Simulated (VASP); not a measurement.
Input of a VASP 6.6.1 run:

The input INCAR:

```
SYSTEM = MnO2
PREC = Accurate
ENCUT = 520
EDIFF = 1E-6
ISMEAR = -1
SIGMA = 0.05
LREAL = .False.
LASPH = .True.
NELM = 150
ALGO = Normal
ISIF = 2
LWAVE = .False.
LCHARG = .False.
ISPIN = 2
MAGMOM = 4 4 0 0 0 0
LORBIT = 11
LMAXMIX = 4
GGA = CA
NBANDS = 38
```

KPOINTS

```
regular mesh
0
Gamma
  9 7 5
  0 0 0
```

Contents of POSCAR:

```
MnO2
1.0
    2.9041580000      0.0000000000      0.0000000000
    0.0000000000      3.8448100000      0.0000000000
    0.0000000000      0.0000000000      6.1642640000
Mn O
2 4
Direct
    0.5000000000      0.5000000000      0.3433015000
    0.0000000000      0.0000000000      0.6566985000
    0.5000000000      0.0000000000      0.8375675000
    0.0000000000      0.5000000000      0.1624325000
    0.5000000000      0.0000000000      0.4217995000
    0.0000000000      0.5000000000      0.5782005000
```

Potentials or basis: VASP PAW LDA potentials, release 64 (Mn_pv, O).

Launch:

```console
$ cat potpaw_LDA.64/Mn_pv/POTCAR potpaw_LDA.64/O/POTCAR > POTCAR
$ mpirun -np 1 vasp_std > vasp.out
```

**Question.** What does it give for the largest force?

**Answer.** 1.425 eV/Å.

**Question.** Estimate the site moments.

**Answer.** Mn +2.72; O +0.14, +0.01 (each value once) μB.

Stress tensor (GPa, compression positive):
```
-24.34   0.00   0.00
  0.00 -16.32   0.00
  0.00   0.00 -15.61
```

Caveat: the cell stands under tension; only a ferromagnetic start was run, and an antiferromagnetic order may lie lower in energy; forces of over 1 eV/Å act on the atoms, so gaps and moduli don't describe the material at rest.
